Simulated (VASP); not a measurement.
# SiC (SiC (110), 2 layers) in VASP: a series of runs, part 2 of 3

VASP 6.6.1.

## 3. Single point, PBE

Contents of INCAR:

```
SYSTEM = SiC
PREC = Accurate
ENCUT = 520
EDIFF = 1E-6
ISMEAR = -1
SIGMA = 0.02
LREAL = .False.
LASPH = .True.
NELM = 100
ALGO = Normal
ISIF = 2
LWAVE = .False.
LCHARG = .False.
LDIPOL = .True.
IDIPOL = 3
DIPOL = 0.5 0.5 0.500
GGA = PE
NBANDS = 16
```

Contents of KPOINTS:

```
Automatic mesh
0
Gamma
  8 6 1
  0 0 0
```

Contents of POSCAR:

```
SiC
1.0
    3.0969261060      0.0000000000      0.0000000000
    0.0000000000      4.3797149007      0.0000000000
    0.0000000000      0.0000000000     17.5485000000
Si C
2 2
Direct
    0.0000000000      0.8750000000      0.4558804726
    0.5000000000      0.3750000000      0.5441195274
    0.5000000000      0.6250000000      0.4558804726
    0.0000000000      0.1250000000      0.5441195274
```

Potentials or basis: VASP PAW PBE potentials, release 64 (Si, C).

Run with:

```bash
$ cat potpaw_PBE.64/Si/POTCAR potpaw_PBE.64/C/POTCAR > POTCAR
$ mpirun -np 1 vasp_std > vasp.out
```

OUTCAR:

```text
SYSTEM = SiC
   PREC = Accurate
   ENCUT = 520
   EDIFF = 1E-6
   ISMEAR = -1
   LREAL = .False.
   LASPH = .True.
   NELM = 100
   ISIF = 2
   GGA = PE

 ion  position               nearest neighbor table
   1  0.000  0.875  0.456-   3 1.90   3 1.90   4 1.90   2 3.10   2 3.10   2 3.10   2 3.10
   2  0.500  0.375  0.544-   4 1.90   4 1.90   3 1.90   1 3.10   1 3.10   1 3.10   1 3.10
   3  0.500  0.625  0.456-   1 1.90   1 1.90   2 1.90
   4  0.000  0.125  0.544-   2 1.90   2 1.90   1 1.90

  LATTYP: Found a simple orthorhombic cell.
 ALAT       =     3.0969261060
 B/A-ratio  =     1.4142135623
 C/A-ratio  =     5.6664251582

  Lattice vectors:

 A1 = (   3.0969261060,   0.0000000000,   0.0000000000)
 A2 = (   0.0000000000,   4.3797149007,   0.0000000000)
 A3 = (   0.0000000000,   0.0000000000,  17.5485000000)

Analysis of symmetry for initial positions (statically):
=====================================================================
 Subroutine PRICEL returns:
 Original cell was already a primitive cell.

 Routine SETGRP: Setting up the symmetry group for a
 simple orthorhombic supercell.

 Subroutine GETGRP returns: Found  4 space group operations
 (whereof  2 operations were pure point group operations)
 out of a pool of  8 trial point group operations.

The static configuration has the point symmetry C_1h.
 The point group associated with its full space group is C_2v.

Analysis of symmetry for dynamics (positions and initial velocities):
=====================================================================
 Subroutine PRICEL returns:
 Original cell was already a primitive cell.

 Routine SETGRP: Setting up the symmetry group for a
 simple orthorhombic supercell.

 Subroutine GETGRP returns: Found  4 space group operations
 (whereof  2 operations were pure point group operations)
 out of a pool of  8 trial point group operations.

The dynamic configuration has the point symmetry C_1h.
 The point group associated with its full space group is C_2v.

 Subroutine INISYM returns: Found  4 space group operations
 (whereof  2 operations are pure point group operations),
 and found     1 'primitive' translations

----------------------------------------------------------------------------------------

                                     Primitive cell

  volume of cell :     238.0218

  direct lattice vectors                    reciprocal lattice vectors
     3.096926106  0.000000000  0.000000000     0.322900827  0.000000000  0.000000000
     0.000000000  4.379714901  0.000000000     0.000000000  0.228325364  0.000000000
     0.000000000  0.000000000 17.548500000     0.000000000  0.000000000  0.056984927

  length of vectors
     3.096926106  4.379714901 17.548500000     0.322900827  0.228325364  0.056984927

  position of ions in fractional coordinates (direct lattice)
     0.000000000  0.875000000  0.455880473
     0.500000000  0.375000000  0.544119527
     0.500000000  0.625000000  0.455880473
     0.000000000  0.125000000  0.544119527

  ion indices of the primitive-cell ions
   primitive index   ion index
                 1           1
                 2           2
                 3           3
                 4           4
[... 33 lines left out ...]
  0.500000  0.000000  0.000000      1.000000
  0.000000  0.166667  0.000000      2.000000
[... 12 lines left out ...]
  0.375000  0.500000  0.000000      2.000000
  0.500000  0.500000  0.000000      1.000000
   k-points           NKPTS =     20   k-points in BZ     NKDIM =     20   number of bands    NBANDS=     16
   number of dos      NEDOS =    301   number of ions     NIONS =      4
   total plane-waves  NPLWV = 120960
   dimension x,y,z NGX =    24 NGY =   36 NGZ =  140
   dimension x,y,z NGXF=    48 NGYF=   72 NGZF=  280
   ions per type =               2   2
   NGX,Y,Z   is equivalent  to a cutoff of  12.88, 13.66, 13.26 a.u.
   NGXF,Y,Z  is equivalent  to a cutoff of  25.77, 27.33, 26.53 a.u.
 SYSTEM =  SiC
   PREC   = accura    normal or accurate (medium, high low for compatibility)
   ISTART =      0    job   : 0-new  1-cont  2-samecut
   ICHARG =      2    charge: 1-file 2-atom 10-const
   ISPIN  =      1    spin polarized calculation?
   LNONCOLLINEAR =      F non collinear calculations
   LSORBIT =      F    spin-orbit coupling
   LASPH  =      T    aspherical Exc in radial PAW
   ENCUT  =  520.0 eV  38.22 Ry    6.18 a.u.   5.76  8.14 32.63*2*pi/ulx,y,z
   NELM   =    100;   NELMIN=  2; NELMDL= -5     # of ELM steps
   EDIFF  = 0.1E-05   stopping-criterion for ELM
   LREAL  =      F    real-space projection
   EDIFFG = 0.1E-04   stopping-criterion for IOM
   NSW    =      0    number of steps for IOM
   IBRION =     -1    ionic relax: 0-MD 1-quasi-New 2-CG
   NFREE  =      0    steps in history (QN), initial steepest desc. (CG)
   ISIF   =      2    stress and relaxation
   ISYM   =      2    0-nonsym 1-usesym 2-fastsym
   POTIM  = 0.5000    time-step for ionic-motion
   TEBEG  =    0.0;   TEEND  =   0.0 temperature during run
   PSTRESS=    0.0 pullay stress
   NELECT =      16.0000    total number of electrons
   NUPDOWN=      -1.0000    fix difference up-down
   EMIN   =  10.00;   EMAX   =-10.00  energy-range for DOS
   EFERMI =   0.00;   METHOD = LEGACY
   ISMEAR =    -1;   SIGMA  =   0.02  broadening in eV -4-tet -1-fermi 0-gaus
   EFERMI_NEDOS =   21; number of points for ismear=-14 and -15
   IALGO  =     38    algorithm
   IMIX   =      4    mixing-type and parameters
     AMIX     =   0.40;   BMIX     =  1.00
     AMIX_MAG =   1.60;   BMIX_MAG =  1.00
  volume/ion in A,a.u.               =      59.51       401.56
  Fermi-wavevector in a.u.,A,eV,Ry     =   0.665645  1.257886  6.028512  0.443083
  Thomas-Fermi vector in A             =   1.739703
   LORBIT       =      0    0 simple, 1 ext, 2 COOP (PROOUT), +10 PAW based schemes
   GGA     = PE    functional components
   LHFCALC =     F    Hartree Fock is set to
   AEXX    =    0.0000 exact exchange contribution
   IVDW    =     0    specifies the selected vdW correction
   LEPSILON=     F    determine dielectric tensor
   LRPA    =     F    only Hartree local field effects (RPA)
 non-spin polarized calculation
  energy-cutoff  :      520.00
  volume of cell :      238.02
 maximum number of plane-waves:      6476
 NGX is ok and might be reduce to    24
   NGX = 11   NGY = 17   NGZ = 65

 dipolmoment           0.000000      0.000000      0.000000 electrons x Angstroem

 number of electron      15.9999998 magnetization

 dipolmoment           0.000000      0.000000     -0.000000 electrons x Angstroem

 Free energy of the ion-electron system (eV)
  ---------------------------------------------------
  ext. energy  EPLUGINS =         0.00000000
  ---------------------------------------------------
  free energy    TOTEN  =       -24.89724422 eV

  energy without entropy =      -24.89724422  energy(sigma->0) =      -24.89724422

 E-fermi :  -2.3198     XC(G=0):  -3.0747

 val. band max:       -2.7117254864   @ k =   0.1250   0.5000   0.0000
 cond. band min:      -1.9569941412   @ k =   0.3750   0.0000   0.0000
 fundamental gap:      0.7547313452
 Fermi energy:        -2.3197919577

 k-point     1 :       0.0000    0.0000    0.0000
  band No.  band energies     occupation
      1     -16.1668      2.00000
      2     -13.0073      2.00000
      3      -9.1465      2.00000
      4      -6.1162      2.00000
      5      -5.5433      2.00000
      6      -4.6718      2.00000
[... 357 lines left out ...]
      3      -9.8632      2.00000
      4      -9.8632      2.00000
      5      -5.4490      2.00000
      6      -5.4490      2.00000
[... 8 lines left out ...]
     15       6.6153      0.00000
     16       6.6153      0.00000

------------------------ aborting loop because EDIFF is reached ----------------------------------------

 vacuum level on the upper side and lower side of the slab       (xc-potential included)        -0.108        -0.108

  FORCE on cell =-STRESS in cart. coord.  units (eV):
  Direction    XX          YY          ZZ          XY          YZ          ZX
  --------------------------------------------------------------------------------------
  -------------------------------------------------------------------------------------
  Total       -0.3667973     -4.5419193     -4.0868481      0.0000000      0.0000000      0.0000000
  in kB       -2.4689938    -30.5726663    -27.5094810      0.0000000      0.0000000      0.0000000
  external PRESSURE =     -20.1837137 kB  Pullay stress =       0.0000000 kB

 VOLUME and BASIS-vectors are now :
 -----------------------------------------------------------------------------
  energy-cutoff  :      520.00
  volume of cell :      238.02
      direct lattice vectors                 reciprocal lattice vectors
     3.096926106  0.000000000  0.000000000     0.322900827  0.000000000  0.000000000
     0.000000000  4.379714901  0.000000000     0.000000000  0.228325364  0.000000000
     0.000000000  0.000000000 17.548500000     0.000000000  0.000000000  0.056984927

 POSITION                                       TOTAL-FORCE (eV/Angst)
 -----------------------------------------------------------------------------------
      0.00000      3.83225      8.00002         0.000000     -1.523375      2.357926
      1.54846      1.64239      9.54848         0.000000     -1.523375     -2.357926
      1.54846      2.73732      8.00002         0.000000      1.523375      0.273309
      0.00000      0.54746      9.54848         0.000000      1.523375     -0.273309
 -----------------------------------------------------------------------------------
    total drift:                                0.000000     -0.000023      0.000000

  FREE ENERGIE OF THE ION-ELECTRON SYSTEM (eV)
  ---------------------------------------------------
  free  energy   TOTEN  =       -24.8972442168 eV

  energy  without entropy=      -24.8972442159  energy(sigma->0) =      -24.89724422

 vacuum level on the upper side and lower side of the slab         2.239         2.239
```

OSZICAR:

```text
N       E                     dE             d eps       ncg     rms          rms(c)
DAV:   1     0.935202666123E+02    0.93520E+02   -0.50993E+03   640   0.711E+02
DAV:   2    -0.142909581853E+02   -0.10781E+03   -0.95014E+02  1008   0.142E+02
DAV:   3    -0.291103254931E+02   -0.14819E+02   -0.14413E+02   840   0.575E+01
DAV:   4    -0.297805309826E+02   -0.67021E+00   -0.66771E+00   928   0.153E+01
[... 13 lines left out ...]
DAV:  18    -0.248971972478E+02   -0.84217E-04   -0.45339E-06   880   0.747E-03    0.203E-03
DAV:  19    -0.248972351252E+02   -0.37877E-04   -0.25197E-06   744   0.502E-03    0.564E-04
DAV:  20    -0.248972410573E+02   -0.59321E-05   -0.24026E-07   672   0.181E-03    0.305E-04
DAV:  21    -0.248972437798E+02   -0.27225E-05   -0.15086E-07   576   0.113E-03    0.821E-05
DAV:  22    -0.248972442168E+02   -0.43695E-06   -0.39821E-08   648   0.523E-04
   1 F= -.24897244E+02 E0= -.24897244E+02  d E =-.847668E-09
```

stdout:

```text
POSCAR found type information on POSCAR SiC
 POSCAR found :  2 types and       4 ions
 scaLAPACK will be used
 LDA part: xc-table for (Slater+PW92), standard interpolation
 POSCAR, INCAR and KPOINTS ok, starting setup
 FFT: planning ... GRIDC
 FFT: planning ... GRID_SOFT
 FFT: planning ... GRID
 WAVECAR not read
 entering main loop
```

Run time: 1.9 min. Hardware: 1 thread of AMD EPYC 7R43 (Zen 3), shared host; peak memory 0.33 GiB.

What came out:

```yaml
Free_energy: -24.8972 eV
Largest_force: 2.807 eV/Å
Band_gap_on_the_k_mesh: 0.75 eV, indirect (least direct gap 0.84 eV)
```

Forces on the atoms (eV/Å):
```
Si   0.000 -1.523  2.358
Si   0.000 -1.523 -2.358
C    0.000  1.523  0.273
C    0.000  1.523 -0.273
```

Levels at points of the mesh, in eV from the valence-band top:
| k point | band 6 | band 7 | band 8 | band 9 | band 10 | band 11 |
| --- | --- | --- | --- | --- | --- | --- |
| (0.00, 0.00, 0.00) | -1.96 | -0.68 | -0.22 | 0.86 | 2.93 | 3.77 |
| (0.50, 0.00, 0.00) | -3.19 | -0.41 | -0.41 | 0.99 | 0.99 | 4.39 |
| (0.00, 0.50, 0.00) | -1.15 | -0.27 | -0.27 | 1.13 | 1.13 | 5.65 |
| (0.50, 0.50, 0.00) | -2.74 | -1.52 | -1.52 | 2.03 | 2.03 | 6.19 |

## 4. Single point, PBE

Contents of INCAR:

```
PREC     = Accurate       # precision mode
ENCUT    = 520            # plane-wave cutoff, eV
EDIFF    = 1E-6           # SCF threshold, eV
ISMEAR   = -1             # smearing method
SIGMA    = 0.02           # smearing width, eV
LREAL    = False          # projectors in reciprocal space
LASPH    = True           # aspherical terms in the spheres
NELM     = 60             # most SCF steps
ALGO     = Normal         # electronic algorithm
ISIF     = 2              # what is computed and relaxed
LWAVE    = False          # write WAVECAR
LCHARG   = False          # write CHGCAR
LDIPOL   = True         
IDIPOL   = 3            
DIPOL    = 0.5 0.5 0.500
GGA      = PE             # functional
NBANDS   = 16             # bands
```

Contents of KPOINTS:

```
regular mesh
0
Gamma
  8 6 1
```

Contents of POSCAR:

```
SiC
1.0
    3.0969261060      0.0000000000      0.0000000000
    0.0000000000      4.3797149007      0.0000000000
    0.0000000000      0.0000000000     17.5485000000
Si C
2 2
Direct
    0.0000000000      0.8359263770      0.4837916316
    0.5000000000      0.3359261732      0.5162083531
    0.5000000000      0.6640739012      0.4581395296
    0.0000000000      0.1640735486      0.5418604856
```

Potentials or basis: VASP PAW PBE potentials, release 64 (Si, C).

Run with:

```bash
$ cat potpaw_PBE.64/Si/POTCAR potpaw_PBE.64/C/POTCAR > POTCAR
$ mpirun -np 1 vasp_std > vasp.out
```

OUTCAR:

```text
PREC = Accurate
   ENCUT = 520
   EDIFF = 1E-6
   ISMEAR = -1
   LREAL = False
   LASPH = True
   NELM = 60
   ISIF = 2
   GGA = PE

 ion  position               nearest neighbor table
   1  0.000  0.836  0.484-   4 1.76   3 1.78   3 1.78   2 2.74   2 2.74   2 2.74   2 2.74
   2  0.500  0.336  0.516-   3 1.76   4 1.78   4 1.78   1 2.74   1 2.74   1 2.74   1 2.74
   3  0.500  0.664  0.458-   2 1.76   1 1.78   1 1.78
   4  0.000  0.164  0.542-   1 1.76   2 1.78   2 1.78

  LATTYP: Found a simple orthorhombic cell.
 ALAT       =     3.0969261060
 B/A-ratio  =     1.4142135623
 C/A-ratio  =     5.6664251582
[... 578 lines left out ...]
  -------------------------------------------------------------------------------------
  Total        3.1031882      6.5252313     -0.0168729      0.0000000      0.0000000      0.0000000
  in kB       20.8882477     43.9227792     -0.1135752      0.0000000      0.0000000      0.0000000
  external PRESSURE =      21.5658172 kB  Pullay stress =       0.0000000 kB

 VOLUME and BASIS-vectors are now :
 -----------------------------------------------------------------------------
  energy-cutoff  :      520.00
  volume of cell :      238.02
      direct lattice vectors                 reciprocal lattice vectors
     3.096926106  0.000000000  0.000000000     0.322900827  0.000000000  0.000000000
     0.000000000  4.379714901  0.000000000     0.000000000  0.228325364  0.000000000
     0.000000000  0.000000000 17.548500000     0.000000000  0.000000000  0.056984927

 POSITION                                       TOTAL-FORCE (eV/Angst)
 -----------------------------------------------------------------------------------
      0.00000      3.66112      8.48982         0.000000     -0.005524     -0.000517
      1.54846      1.47126      9.05868         0.000000     -0.005524      0.000517
      1.54846      2.90845      8.03966         0.000000      0.005524      0.002250
      0.00000      0.71860      9.50884         0.000000      0.005524     -0.002250
 -----------------------------------------------------------------------------------
    total drift:                                0.000000     -0.000154      0.000013

  FREE ENERGIE OF THE ION-ELECTRON SYSTEM (eV)
  ---------------------------------------------------
  free  energy   TOTEN  =       -26.7010102328 eV

  energy  without entropy=      -26.7010102328  energy(sigma->0) =      -26.70101023

 vacuum level on the upper side and lower side of the slab         2.370         2.370
```

OSZICAR:

```text
N       E                     dE             d eps       ncg     rms          rms(c)
DAV:   1     0.106711069804E+03    0.10671E+03   -0.51936E+03   640   0.711E+02
DAV:   2    -0.159182168634E+02   -0.12263E+03   -0.11004E+03  1056   0.151E+02
DAV:   3    -0.315663953164E+02   -0.15648E+02   -0.15375E+02   888   0.606E+01
DAV:   4    -0.322075931081E+02   -0.64120E+00   -0.64006E+00   904   0.156E+01
[... 13 lines left out ...]
DAV:  18    -0.267009786998E+02   -0.85816E-04   -0.63093E-06   776   0.982E-03    0.301E-03
DAV:  19    -0.267009973190E+02   -0.18619E-04   -0.42020E-07   712   0.314E-03    0.140E-03
DAV:  20    -0.267010077929E+02   -0.10474E-04   -0.77461E-07   680   0.336E-03    0.685E-04
DAV:  21    -0.267010099365E+02   -0.21436E-05   -0.94314E-08   624   0.136E-03    0.241E-04
DAV:  22    -0.267010102328E+02   -0.29632E-06   -0.21633E-08   656   0.548E-04
   1 F= -.26701010E+02 E0= -.26701010E+02  d E =-.659701E-11
```

Wall time 1.9 min (1 thread of AMD EPYC 7R43 (Zen 3), shared host); peak memory 0.34 GiB.

Results:

```yaml
Free_energy: -26.7010 eV
Largest_force: 0.006 eV/Å
Band_gap_on_the_k_mesh: 2.42 eV, indirect (least direct gap 2.65 eV)
```

Forces in eV/Å, atoms in the order of the input:
```
Si   0.000 -0.006 -0.001
Si   0.000 -0.006  0.001
C    0.000  0.006  0.002
C    0.000  0.006 -0.002
```

Levels at points of the mesh, in eV from the valence-band top:
```tsv
k point	band 4	band 5	band 6	band 7	band 8	band 9	band 10	band 11	band 12	band 13
(0.00, 0.00, 0.00)	-3.39	-3.09	-2.16	-1.06	-0.39	2.83	3.22	5.73	5.98	6.11
(0.50, 0.00, 0.00)	-6.32	-3.48	-3.48	-0.69	-0.69	2.42	2.42	5.79	5.79	8.01
(0.00, 0.50, 0.00)	-4.80	-2.19	-2.19	-0.57	-0.57	4.16	4.16	5.38	5.38	7.63
(0.50, 0.50, 0.00)	-7.86	-2.34	-2.34	-1.09	-1.09	3.90	3.90	6.17	6.17	9.07
```

(Part 2 of 3 ends here.)
